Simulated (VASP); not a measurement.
## Cu: single point with PBE

The system is Cu, a slab with vacuum.

```
Cu
1.0
     5.10531    0.00000    0.00000
     2.55266    4.42133    0.00000
     0.00000    0.00000   15.16847
Cu
13
Direct
  0.16667 0.16667 0.06593
  0.66667 0.16667 0.06593
  0.16667 0.66667 0.06593
  0.66667 0.66667 0.06593
  0.82545 0.33727 0.20123
  0.32763 0.33682 0.20400
  0.82336 0.83832 0.20236
  0.32763 0.83554 0.20400
  0.98045 0.00250 0.33629
  0.47850 0.01074 0.34448
  0.98044 0.51703 0.33628
  0.49038 0.50479 0.34542
  0.08422 0.20790 0.46124
```

```
Program                : VASP 6.6.1
Task                   : single point
Functional             : PBE
Potentials or basis    : VASP PAW PBE potentials, release 64 (Cu)
Cutoff                 : 520 eV
k mesh                 : 4 × 4 × 1
Occupations            : gaussian, width 0.05 eV
Spin                   : no spin polarisation
Dipole correction      : no
Further INCAR settings : ALGO = Normal; EDIFF = 1e-07; NBANDS = 84
```

| Item | Value |
| --- | --- |
| Largest force | 0.101 eV/Å |
| Band gap on the k mesh | zero (an odd number of electrons rules out a gap without spin polarisation) |

Forces in eV/Å, atoms in the order of the input:
```
Cu   0.009 -0.005  0.101
Cu  -0.019  0.052 -0.084
Cu   0.023 -0.013 -0.012
Cu  -0.054 -0.010 -0.084
Cu   0.000  0.000  0.003
Cu  -0.005  0.002 -0.002
Cu  -0.001  0.001  0.000
Cu  -0.004  0.004 -0.003
Cu  -0.003  0.001  0.009
Cu   0.005 -0.003  0.001
Cu  -0.002  0.002  0.010
Cu  -0.006  0.004  0.019
Cu   0.059 -0.034  0.041
```

Levels at points of the mesh, in eV from the Fermi level:
| k point | band 70 | band 71 | band 72 | band 73 | band 74 | band 75 |
| --- | --- | --- | --- | --- | --- | --- |
| (0.00, 0.00, 0.00) | -0.01 | 0.08 | 0.08 | 1.07 | 1.16 | 1.17 |
| (0.50, 0.00, 0.00) | -0.49 | -0.01 | 0.02 | 0.03 | 1.00 | 1.04 |
| (0.50, 0.50, 0.00) | -0.46 | -0.02 | 0.00 | 0.06 | 1.00 | 1.04 |
| (0.00, 0.50, 0.00) | -0.46 | -0.02 | 0.00 | 0.06 | 1.00 | 1.04 |

Run time: 19 min on 1 thread of Oxide Virtual Turin-like Processor, on a shared host, peak memory 0.51 GiB.

Caveat: there is no dipole correction, which matters where the two faces differ.
